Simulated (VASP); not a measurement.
# Bi (R-3m) in VASP: a series of runs

The runs below take Bi through single point, with PBE.

Everything below comes from runs of VASP 6.6.1. Logs are shortened: lines on timing, memory, paths and dates and some standing lists are left out, and cuts for length are marked.

### Step 1. The cell of the first run

The structure is trigonal, space group R-3m (No. 166). The conventional cell has a = 4.799 Å, b = 4.799 Å, c = 10.644 Å, α = 90.00°, β = 90.00°, γ = 120.00°. Within 4.1 Å of Bi (site symmetry 3m) lie 6 Bi at 3.12 to 3.49 Å.

### Step 2. Single point, PBE

INCAR reads:

```
SYSTEM = Bi
PREC = Accurate
ENCUT = 520
EDIFF = 1E-7
ISMEAR = 0
SIGMA = 0.15
LREAL = .FALSE.
LASPH = .TRUE.
NELM = 80
ALGO = Fast
ISIF = 2
LWAVE = .FALSE.
LCHARG = .FALSE.
GGA = PE
NBANDS = 22
```

KPOINTS reads:

```
Automatic mesh
0
G
  12 12 12
  0 0 0
```

POSCAR reads:

```
Bi
1.0
    2.3995311878      1.3853699772      3.5479918655
   -2.3995311878      1.3853699772      3.5479918655
    0.0000000000     -2.7707399544      3.5479918655
Bi
2
Direct
    0.2338900000      0.2338900000      0.2338900000
    0.7661100000      0.7661100000      0.7661100000
```

Potentials or basis: VASP PAW PBE potentials, release 64 (Bi_d).

Started as:

```console
cat potpaw_PBE.64/Bi_d/POTCAR > POTCAR
mpirun -np 1 vasp_std > vasp.out
```

OUTCAR:

```text
SYSTEM = Bi
   PREC = Accurate
   ENCUT = 520
   EDIFF = 1E-7
   ISMEAR = 0
   LREAL = .FALSE.
   LASPH = .TRUE.
   NELM = 80
   ISIF = 2
   GGA = PE

 ion  position               nearest neighbor table
   1  0.234  0.234  0.234-   2 3.12   2 3.12   2 3.12   2 3.49   2 3.49   2 3.49
   2  0.766  0.766  0.766-   1 3.12   1 3.12   1 3.12   1 3.49   1 3.49   1 3.49

  LATTYP: Found a trigonal (rhomboedric) cell.
 ALAT       =     4.5016937004
 COS(alpha) =     0.4317611667

  Lattice vectors:

 A1 = (   2.3995311878,   1.3853699772,   3.5479918655)
 A2 = (  -2.3995311878,   1.3853699772,   3.5479918655)
 A3 = (   0.0000000000,  -2.7707399544,   3.5479918655)

Analysis of symmetry for initial positions (statically):
=====================================================================
 Subroutine PRICEL returns:
 Original cell was already a primitive cell.

 Routine SETGRP: Setting up the symmetry group for a
 trigonal (rhombohedral) supercell.

 Subroutine GETGRP returns: Found 12 space group operations
 (whereof 12 operations were pure point group operations)
 out of a pool of 12 trial point group operations.

The static configuration has the point symmetry D_3d.

Analysis of symmetry for dynamics (positions and initial velocities):
=====================================================================
 Subroutine PRICEL returns:
 Original cell was already a primitive cell.

 Routine SETGRP: Setting up the symmetry group for a
 trigonal (rhombohedral) supercell.

 Subroutine GETGRP returns: Found 12 space group operations
 (whereof 12 operations were pure point group operations)
 out of a pool of 12 trial point group operations.

The dynamic configuration has the point symmetry D_3d.

 Subroutine INISYM returns: Found 12 space group operations
 (whereof 12 operations are pure point group operations),
 and found     1 'primitive' translations

----------------------------------------------------------------------------------------

                                     Primitive cell

  volume of cell :      70.7662

  direct lattice vectors                    reciprocal lattice vectors
     2.399531188  1.385369977  3.547991865     0.208374037  0.120304806  0.093949858
    -2.399531188  1.385369977  3.547991865    -0.208374037  0.120304806  0.093949858
     0.000000000 -2.770739954  3.547991865     0.000000000 -0.240609612  0.093949858

  length of vectors
     4.501693700  4.501693700  4.501693700     0.258301300  0.258301300  0.258301300

  position of ions in fractional coordinates (direct lattice)
     0.233890000  0.233890000  0.233890000
     0.766110000  0.766110000  0.766110000

  ion indices of the primitive-cell ions
   primitive index   ion index
                 1           1
                 2           2

----------------------------------------------------------------------------------------

 KPOINTS: Automatic mesh

Automatic generation of k-mesh.
 Grid dimensions read from file:
 generate k-points for:   12   12   12

 Generating k-lattice:

  Cartesian coordinates                     Fractional coordinates (reciprocal lattice)
     0.017364503  0.010025401  0.007829155     0.083333333  0.000000000  0.000000000
    -0.017364503  0.010025401  0.007829155     0.000000000  0.083333333  0.000000000
     0.000000000 -0.020050801  0.007829155     0.000000000  0.000000000  0.083333333

  Length of vectors
     0.021525108  0.021525108  0.021525108

  Shift w.r.t. Gamma in fractional coordinates (k-lattice)
     0.000000000  0.000000000  0.000000000

 Subroutine IBZKPT returns following result:
 ===========================================

 Found    189 irreducible k-points:

 Following reciprocal coordinates:
            Coordinates               Weight
  0.000000  0.000000  0.000000      1.000000
  0.083333  0.000000  0.000000      6.000000
  0.166667 -0.000000  0.000000      6.000000
  0.250000 -0.000000  0.000000      6.000000
  0.333333 -0.000000  0.000000      6.000000
  0.416667  0.000000  0.000000      6.000000
[... 16 lines left out ...]
  0.500000  0.166667  0.000000     12.000000
 -0.416667  0.166667 -0.000000     12.000000
 [... further k-points ...]
   k-points           NKPTS =    189   k-points in BZ     NKDIM =    189   number of bands    NBANDS=     22
   number of dos      NEDOS =    301   number of ions     NIONS =      2
   total plane-waves  NPLWV =  46656
   dimension x,y,z NGX =    36 NGY =   36 NGZ =   36
   dimension x,y,z NGXF=    72 NGYF=   72 NGZF=   72
   ions per type =               2
   NGX,Y,Z   is equivalent  to a cutoff of  13.29, 13.29, 13.29 a.u.
   NGXF,Y,Z  is equivalent  to a cutoff of  26.59, 26.59, 26.59 a.u.
 SYSTEM =  Bi
   PREC   = accura    normal or accurate (medium, high low for compatibility)
   ISTART =      0    job   : 0-new  1-cont  2-samecut
   ICHARG =      2    charge: 1-file 2-atom 10-const
   ISPIN  =      1    spin polarized calculation?
   LNONCOLLINEAR =      F non collinear calculations
   LSORBIT =      F    spin-orbit coupling
   LASPH  =      T    aspherical Exc in radial PAW
   ENCUT  =  520.0 eV  38.22 Ry    6.18 a.u.   8.37  8.37  8.37*2*pi/ulx,y,z
   NELM   =     80;   NELMIN=  2; NELMDL= -5     # of ELM steps
   EDIFF  = 0.1E-06   stopping-criterion for ELM
   LREAL  =      F    real-space projection
   EDIFFG = 0.1E-05   stopping-criterion for IOM
   NSW    =      0    number of steps for IOM
   IBRION =     -1    ionic relax: 0-MD 1-quasi-New 2-CG
   NFREE  =      0    steps in history (QN), initial steepest desc. (CG)
   ISIF   =      2    stress and relaxation
   ISYM   =      2    0-nonsym 1-usesym 2-fastsym
   POTIM  = 0.5000    time-step for ionic-motion
   TEBEG  =    0.0;   TEEND  =   0.0 temperature during run
   PSTRESS=    0.0 pullay stress
   NELECT =      30.0000    total number of electrons
   NUPDOWN=      -1.0000    fix difference up-down
   EMIN   =  10.00;   EMAX   =-10.00  energy-range for DOS
   EFERMI =   0.00;   METHOD = LEGACY
   ISMEAR =     0;   SIGMA  =   0.15  broadening in eV -4-tet -1-fermi 0-gaus
   EFERMI_NEDOS =   21; number of points for ismear=-14 and -15
   IALGO  =     68    algorithm
   IMIX   =      4    mixing-type and parameters
     AMIX     =   0.40;   BMIX     =  1.00
     AMIX_MAG =   1.60;   BMIX_MAG =  1.00
  volume/ion in A,a.u.               =      35.38       238.78
  Fermi-wavevector in a.u.,A,eV,Ry     =   1.229815  2.324014 20.578074  1.512446
  Thomas-Fermi vector in A             =   2.364688
   LORBIT       =      0    0 simple, 1 ext, 2 COOP (PROOUT), +10 PAW based schemes
   GGA     = PE    functional components
   LHFCALC =     F    Hartree Fock is set to
   AEXX    =    0.0000 exact exchange contribution
   IVDW    =     0    specifies the selected vdW correction
   LEPSILON=     F    determine dielectric tensor
   LRPA    =     F    only Hartree local field effects (RPA)
 non-spin polarized calculation
 RMM-DIIS sequential band-by-band and
 Gauss-broadening in eV      SIGMA  =   0.15
  energy-cutoff  :      520.00
  volume of cell :       70.77
 maximum number of plane-waves:      1924
 NGX is ok and might be reduce to    36

 number of electron      30.0000005 magnetization

 Free energy of the ion-electron system (eV)
  ---------------------------------------------------
  ext. energy  EPLUGINS =         0.00000000
  ---------------------------------------------------
  free energy    TOTEN  =        -7.66209092 eV

  energy without entropy =       -7.65359971  energy(sigma->0) =       -7.65784532

 E-fermi :   6.1333     XC(G=0):  -9.5314

 val. band max:        6.1012990133   @ k =   0.2500   0.0833   0.0000
 cond. band min:       6.1663765023   @ k =  -0.3333   0.5000   0.3333
 fundamental gap:      0.0650774890
 Fermi energy:         6.1333266609

 k-point     1 :       0.0000    0.0000    0.0000
  band No.  band energies     occupation
      1     -16.6509      2.00000
      2     -16.6509      2.00000
      3     -16.5250      2.00000
      4     -16.5250      2.00000
      5     -16.4810      2.00000
      6     -16.3645      2.00000
[... 14 lines left out ...]
     21      12.3428      0.00000
     22      12.8724      0.00000

 k-point     2 :       0.0833    0.0000    0.0000
  band No.  band energies     occupation
      1     -16.6462      2.00000
      2     -16.6455      2.00000
      3     -16.5220      2.00000
      4     -16.5212      2.00000
      5     -16.4781      2.00000
      6     -16.3677      2.00000
[... 14 lines left out ...]
     21      12.6285      0.00000
     22      12.9582      0.00000

 k-point     3 :       0.1667   -0.0000    0.0000
  band No.  band energies     occupation
      1     -16.6323      2.00000
      2     -16.6296      2.00000
      3     -16.5133      2.00000
      4     -16.5104      2.00000
      5     -16.4696      2.00000
      6     -16.3778      2.00000
[... 14 lines left out ...]
     21      12.8723      0.00000
     22      14.0957      0.00000

 k-point     4 :       0.2500   -0.0000    0.0000
  band No.  band energies     occupation
      1     -16.6110      2.00000
      2     -16.6044      2.00000
      3     -16.5003      2.00000
      4     -16.4937      2.00000
      5     -16.4563      2.00000
      6     -16.3952      2.00000
[... 14 lines left out ...]
     21      13.5006      0.00000
     22      15.3200      0.00000

 k-point     5 :       0.3333   -0.0000    0.0000
  band No.  band energies     occupation
      1     -16.5853      2.00000
      2     -16.5723      2.00000
      3     -16.4855      2.00000
      4     -16.4733      2.00000
      5     -16.4421      2.00000
      6     -16.4160      2.00000
[... 417 lines left out ...]
 k-point    22 :       0.4167    0.1667    0.0000
  band No.  band energies     occupation
      1     -16.6069      2.00000
      2     -16.5323      2.00000
      3     -16.4896      2.00000
      4     -16.4646      2.00000
      5     -16.4407      2.00000
      6     -16.4234      2.00000
[... 14 lines left out ...]
     21      15.0710      0.00000
     22      16.0845      0.00000

 k-point    23 :       0.5000    0.1667    0.0000
  band No.  band energies     occupation
      1     -16.5857      2.00000
      2     -16.5196      2.00000
      3     -16.4748      2.00000
      4     -16.4588      2.00000
      5     -16.4499      2.00000
      6     -16.4172      2.00000
[... 14 lines left out ...]
     21      14.9638      0.00000
     22      16.0836      0.00000

 k-point    24 :      -0.4167    0.1667   -0.0000
  band No.  band energies     occupation
      1     -16.5811      2.00000
      2     -16.5062      2.00000
      3     -16.4809      2.00000
      4     -16.4622      2.00000
      5     -16.4364      2.00000
      6     -16.4302      2.00000
[... 14 lines left out ...]
     21      14.9814      0.00000
     22      15.9301      0.00000

 [... further k-points ...]

------------------------ aborting loop because EDIFF is reached ----------------------------------------

  FORCE on cell =-STRESS in cart. coord.  units (eV):
  Direction    XX          YY          ZZ          XY          YZ          ZX
  --------------------------------------------------------------------------------------
  -------------------------------------------------------------------------------------
  Total       -0.1442025     -0.1442025      1.2873931      0.0000000      0.0000000      0.0000000
  in kB       -3.2648062     -3.2648062     29.1471247      0.0000000      0.0000000      0.0000000
  external PRESSURE =       7.5391708 kB  Pullay stress =       0.0000000 kB

 VOLUME and BASIS-vectors are now :
 -----------------------------------------------------------------------------
  energy-cutoff  :      520.00
  volume of cell :       70.77
      direct lattice vectors                 reciprocal lattice vectors
     2.399531188  1.385369977  3.547991865     0.208374037  0.120304806  0.093949858
    -2.399531188  1.385369977  3.547991865    -0.208374037  0.120304806  0.093949858
     0.000000000 -2.770739954  3.547991865     0.000000000 -0.240609612  0.093949858

 POSITION                                       TOTAL-FORCE (eV/Angst)
 -----------------------------------------------------------------------------------
      0.00000      0.00000      2.48952         0.000000     -0.000000      0.305349
      0.00000      0.00000      8.15446         0.000000      0.000000     -0.305349
 -----------------------------------------------------------------------------------
    total drift:                                0.000000     -0.000000      0.000000

  FREE ENERGIE OF THE ION-ELECTRON SYSTEM (eV)
  ---------------------------------------------------
  free  energy   TOTEN  =        -7.6620909228 eV

  energy  without entropy=       -7.6535997102  energy(sigma->0) =       -7.65784532
```

It took 4.2 min on 1 thread of Intel Xeon 8259CL, shared host; peak memory 0.37 GiB.

What came out:

| Quantity | Value |
| --- | --- |
| Free energy | -7.6621 eV |
| Pressure | 0.8 GPa |
| Largest force | 0.305 eV/Å |
| Band gap on the k mesh | zero (bands 15 and 16 overlap by 0.51 eV) |

Forces on the atoms (eV/Å):
```
Bi   0.000  0.000  0.305
Bi   0.000  0.000 -0.305
```

Stress tensor (GPa, compression positive):
```
-0.33  0.00  0.00
 0.00 -0.33  0.00
 0.00  0.00  2.91
```

Levels at points of the mesh, in eV from the Fermi level:
| k point | band 12 | band 13 | band 14 | band 15 | band 16 | band 17 | band 18 | band 19 |
| --- | --- | --- | --- | --- | --- | --- | --- | --- |
| (0.00, 0.00, 0.00) | -7.44 | -1.54 | -1.54 | -0.36 | 2.63 | 3.29 | 3.29 | 5.30 |
| (0.50, 0.00, 0.00) | -10.49 | -0.98 | -0.43 | -0.19 | -0.15 | 1.00 | 1.33 | 7.53 |
| (0.50, 0.50, 0.00) | -9.32 | -4.52 | -3.24 | -2.32 | 2.50 | 5.13 | 5.19 | 6.53 |
| (0.50, 0.50, 0.50) | -9.67 | -1.54 | -0.96 | -0.96 | 0.17 | 0.17 | 0.21 | 7.82 |

Caveat: spin-orbit coupling is left out, which moves the levels of the heavy elements.

### Step 3. Single point, PBE

This run uses another cell than the first one, of the same volume but with other edges.

INCAR reads:

```
PREC = Accurate ; ENCUT = 520
EDIFF = 1E-7 ; ISMEAR = 0
SIGMA = 0.15 ; LREAL = False
LASPH = True ; NELM = 80
ALGO = Fast ; ISIF = 2
LWAVE = False ; LCHARG = True
GGA = PE ; LELF = True
LVHAR = True ; NBANDS = 22
```

KPOINTS reads:

```
Automatic mesh
0
Gamma
  12 12 12
```

POSCAR reads:

```
Bi
1.0
    2.1389745910      1.2349375559      4.4650277498
   -2.1389745910      1.2349375559      4.4650277498
    0.0000000000     -2.4698751118      4.4650277498
Bi
2
Direct
    0.2338900000      0.2338900000      0.2338900000
    0.7661100000      0.7661100000      0.7661100000
```

Potentials or basis: VASP PAW PBE potentials, release 64 (Bi_d).

Started as:

```console
cat potpaw_PBE.64/Bi_d/POTCAR > POTCAR
mpirun -np 1 vasp_std > vasp.out
```

It took 14 min on 1 thread of Intel Xeon 8259CL, shared host; peak memory 0.4 GiB.

The run converged. Its results:

```yaml
Free_energy: -7.6596 eV
Pressure: 2.2 GPa
Largest_force: 0.046 eV/Å
Band_gap_on_the_k_mesh: zero (bands 15 and 16 overlap by 0.81 eV)
```

Forces on the atoms (eV/Å):
```
Bi   0.000  0.000 -0.046
Bi   0.000  0.000  0.046
```

Stress tensor (GPa, compression positive):
```
 3.27  0.00  0.00
 0.00  3.27  0.00
 0.00  0.00 -0.05
```

Levels at points of the mesh, in eV from the Fermi level:
```csv
k point,band 12,band 13,band 14,band 15,band 16,band 17,band 18,band 19
"(0.00, 0.00, 0.00)",-7.89,-2.66,-0.51,-0.51,2.57,2.89,2.89,5.61
"(0.50, 0.00, 0.00)",-10.40,-2.36,-1.11,-0.84,-0.06,0.01,1.29,6.16
"(0.50, 0.50, 0.00)",-9.58,-4.69,-3.45,-2.28,2.45,4.29,5.19,5.23
"(0.50, 0.50, 0.50)",-10.09,-0.11,0.01,0.01,1.13,1.44,1.44,6.14
```

Caveat: spin-orbit coupling is left out, which moves the levels of the heavy elements.

### Step 4. Single point, PBE

This run uses another cell than the first one, of the same volume but with other edges.

INCAR reads:

```
SYSTEM = Bi
PREC     = Accurate       ! precision mode
ENCUT    = 520            ! plane-wave cutoff, eV
EDIFF    = 1E-7           ! SCF threshold, eV
ISMEAR   = 0              ! smearing method
SIGMA    = 0.15           ! smearing width, eV
LREAL    = .FALSE.        ! projectors in reciprocal space
LASPH    = .TRUE.         ! aspherical terms in the spheres
NELM     = 80             ! most SCF steps
ALGO     = Fast           ! electronic algorithm
ISIF     = 2              ! what is computed and relaxed
LWAVE    = .FALSE.        ! write WAVECAR
LCHARG   = .TRUE.         ! write CHGCAR
GGA      = PE             ! functional
LELF     = .TRUE.         ! ELF
LVHAR    = .TRUE.       
NBANDS   = 22             ! bands
```

KPOINTS reads:

```
Automatic mesh
0
G
  12 12 12
  0 0 0
```

POSCAR reads:

```
Bi
1.0
    2.3370612710      1.3493029540      3.7402033644
   -2.3370612710      1.3493029540      3.7402033644
    0.0000000000     -2.6986059078      3.7402033644
Bi
2
Direct
    0.2338900000      0.2338900000      0.2338900000
    0.7661100000      0.7661100000      0.7661100000
```

Started as:

```console
cat potpaw_PBE.64/Bi_d/POTCAR > POTCAR
mpirun -np 1 vasp_std > vasp.out
```

It took 5.9 min on 1 thread of Intel Xeon 8259CL, shared host; peak memory 0.37 GiB.

It converged, with:

```
Free energy            : -7.7294 eV
Pressure               : 1.3 GPa
Largest force          : 0.280 eV/Å
Band gap on the k mesh : zero (bands 15 and 16 overlap by 0.15 eV)
```

Forces in eV/Å, atoms in the order of the input:
```
Bi   0.000  0.000  0.280
Bi   0.000  0.000 -0.280
```

Stress tensor (GPa, compression positive):
```
0.50 0.00 0.00
0.00 0.50 0.00
0.00 0.00 2.75
```

Levels at points of the mesh, in eV from the Fermi level:
| k point | band 13 | band 14 | band 15 | band 16 | band 17 | band 18 |
| --- | --- | --- | --- | --- | --- | --- |
| (0.00, 0.00, 0.00) | -1.40 | -1.40 | -0.86 | 2.56 | 3.11 | 3.11 |
| (0.50, 0.00, 0.00) | -1.10 | -0.77 | -0.31 | -0.16 | 0.94 | 1.01 |
| (0.50, 0.50, 0.00) | -4.59 | -3.07 | -2.67 | 2.42 | 5.10 | 5.38 |
| (0.50, 0.50, 0.50) | -1.25 | -0.80 | -0.80 | 0.42 | 0.42 | 0.49 |

Caveat: spin-orbit coupling is left out, which moves the levels of the heavy elements.

### Step 5. Single point, PBE

This run uses another cell than the first one, of the same volume but with other edges.

INCAR reads:

```
SYSTEM = Bi
  PREC = Accurate
  ENCUT = 520
  EDIFF = 1E-6
  ISMEAR = 0
  SIGMA = 0.15
  LREAL = .FALSE.
  LASPH = .TRUE.
  NELM = 100
  ALGO = Fast
  ISIF = 2
  LWAVE = .FALSE.
  LCHARG = .FALSE.
  GGA = PE
  NBANDS = 22
```

KPOINTS reads:

```
regular mesh
0
G
  12 12 12
  0 0 0
```

POSCAR reads:

```
Bi
1.0
    2.2019214013      1.2712799138      4.2133912442
   -2.2019214013      1.2712799138      4.2133912442
    0.0000000000     -2.5425598276      4.2133912442
Bi
2
Direct
    0.2338900000      0.2338900000      0.2338900000
    0.7661100000      0.7661100000      0.7661100000
```

Started as:

```console
cat potpaw_PBE.64/Bi_d/POTCAR > POTCAR
mpirun -np 1 vasp_std > vasp.out
```

Run time: 7.6 min. Hardware: 1 thread of Intel Xeon 8259CL, shared host; peak memory 0.4 GiB.

The run converged. Its results:

```yaml
Free_energy: -7.7295 eV
Pressure: 2.2 GPa
Largest_force: 0.053 eV/Å
Band_gap_on_the_k_mesh: zero (bands 15 and 16 overlap by 0.33 eV)
```

Forces on the atoms (eV/Å):
```
Bi   0.000  0.000  0.053
Bi   0.000  0.000 -0.053
```

Stress tensor (GPa, compression positive):
```
2.87 0.00 0.00
0.00 2.87 0.00
0.00 0.00 0.78
```

Levels at points of the mesh, in eV from the Fermi level:
| k point | band 13 | band 14 | band 15 | band 16 | band 17 | band 18 |
| --- | --- | --- | --- | --- | --- | --- |
| (0.00, 0.00, 0.00) | -2.19 | -0.95 | -0.95 | 2.40 | 2.81 | 2.81 |
| (0.50, 0.00, 0.00) | -1.97 | -1.26 | -0.57 | -0.23 | 0.14 | 1.08 |
| (0.50, 0.50, 0.00) | -4.76 | -3.34 | -2.67 | 2.31 | 4.54 | 5.27 |
| (0.50, 0.50, 0.50) | -0.58 | -0.39 | -0.39 | 0.95 | 0.99 | 0.99 |

Caveat: spin-orbit coupling is left out, which moves the levels of the heavy elements.

[end of part 1 of 2]

The gap in the log of VASP goes by the Fermi energy; the results here count the filled bands.